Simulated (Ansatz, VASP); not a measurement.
# GaN in VASP and in Ansatz

The input POSCAR:

```
GaN
1.0
    0.0000000000      2.1293929825      2.1293929825
    2.1293929825      0.0000000000      2.1293929825
    2.1293929825      2.1293929825      0.0000000000
Ga N
1 1
Direct
    0.0000000000      0.0000000000      0.0000000000
    0.5000000000      0.5000000000      0.5000000000
```

Contents of INCAR.step1:

```
PREC     = Accurate       # precision mode
ENCUT    = 910            # plane-wave cutoff, eV
ISMEAR   = 0              # smearing method
SIGMA    = 0.01           # smearing width, eV
LREAL    = False          # projectors in reciprocal space
LASPH    = True           # aspherical terms in the spheres
NELM     = 120            # most SCF steps
NBANDS   = 16             # bands
GGA      = PE             # functional
ALGO     = Normal         # electronic algorithm
EDIFF    = 1E-5           # SCF threshold, eV
LWAVE    = True           # write WAVECAR
LCHARG   = False          # write CHGCAR
GGA_COMPAT= False
```

Contents of INCAR.step2:

```
PREC     = Accurate       # precision mode
ENCUT    = 910            # plane-wave cutoff, eV
EDIFF    = 1E-6           # SCF threshold, eV
ISMEAR   = 0              # smearing method
SIGMA    = 0.01           # smearing width, eV
LREAL    = False          # projectors in reciprocal space
LASPH    = True           # aspherical terms in the spheres
NELM     = 120            # most SCF steps
ALGO     = Normal         # electronic algorithm
ISIF     = 2              # what is computed and relaxed
LWAVE    = False          # write WAVECAR
LCHARG   = True           # write CHGCAR
METAGGA  = R2SCAN         # meta-GGA
LMIXTAU  = True         
LELF     = True           # ELF
LVHAR    = True         
NBANDS   = 16             # bands
ISTART   = 1            
GGA_COMPAT= False
```

KPOINTS

```
Automatic mesh
0
Gamma
  8 8 8
```

Input for Ansatz:

```yaml
crystal:
  lattice:
    - [0.0, 2.1293929825, 2.1293929825]
    - [2.1293929825, 0.0, 2.1293929825]
    - [2.1293929825, 2.1293929825, 0.0]
  atoms:
    - { symbol: Ga, position: [0.0, 0.0, 0.0] }
    - { symbol: "N", position: [0.5, 0.5, 0.5] }
kpoints:
  mp_grid: { grid: [8, 8, 8] }
hamiltonian:
  xc: r2scan
scf:
  occupations: { method: fixed }
  n_extra_bands: 4
output:
  forces: true
  stress: true
  eigenvalues: true
```

Alike in both runs: task single point; functional r2SCAN; k mesh 8 × 8 × 8; no spin polarisation.

|  | VASP | Ansatz |
| --- | --- | --- |
| version | VASP 6.6.1 | Ansatz 0.2.0 |
| potentials or method | VASP PAW PBE potentials, release 64 (Ga_d, N_h) | plane waves, PAW |
| plane-wave cutoff (eV) | 910 | 500 |
| occupations | gaussian, width 0.01 eV | fixed |
| valence electrons in the cell | 18 | 18 |

|  | VASP | Ansatz | Ansatz less VASP |
| --- | --- | --- | --- |
| gap on the k mesh at the Fermi level (eV) | 0.97 | 0.99 | +0.021 |

VASP's potentials were made for PBE, not for r2SCAN.

Noted on VASP's run: the cutoff is short for stress, so the pressure is rough.
